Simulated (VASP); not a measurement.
CsPbCl3, 5 atoms in the cell. It takes space group Pm-3m (No. 221, cubic). Conventional cell: a = 5.853 Å, b = 5.853 Å, c = 5.853 Å, α = 90.00°, β = 90.00°, γ = 90.00°. Within 5.4 Å of Cs (site symmetry m-3m) lie 12 Cl at 4.14 Å and 8 Pb at 5.07 Å. Within 3.9 Å of Pb (site symmetry m-3m) lie 6 Cl at 2.93 Å. Within 3.9 Å of Cl (site symmetry 4/mmm) lie 2 Pb at 2.93 Å.  This cell differs from its parent crystal: volume changed by +6%.

```yaml
Program: VASP 6.6.1
Task: single point
Functional: PBE
Potentials_or_basis: VASP PAW PBE potentials, release 64 (Cs_sv, Pb_d, Cl)
Cutoff: 520 eV
k_mesh: 4 × 4 × 4
Occupations: gaussian, width 0.01 eV
Spin: no spin polarisation
Dipole_correction: no
Further_INCAR_settings: ALGO = Normal; EDIFF = 1e-06; NBANDS = 30
```

Potentials or basis: VASP PAW PBE potentials, release 64 (Cs_sv, Pb_d, Cl).

Command:

```sh
$ cat potpaw_PBE.64/Cs_sv/POTCAR potpaw_PBE.64/Pb_d/POTCAR potpaw_PBE.64/Cl/POTCAR > POTCAR
$ mpirun -np 1 vasp_std > vasp.out
```

Hardware: 1 thread of Intel Xeon 6975P-C, with other jobs on the host.

Question: How long does it take, and how much memory?

Answer: It took 62 s on 1 thread of Intel Xeon 6975P-C, on a shared host, peak memory 0.34 GiB. Counts: scf iterations 13, k points 10.
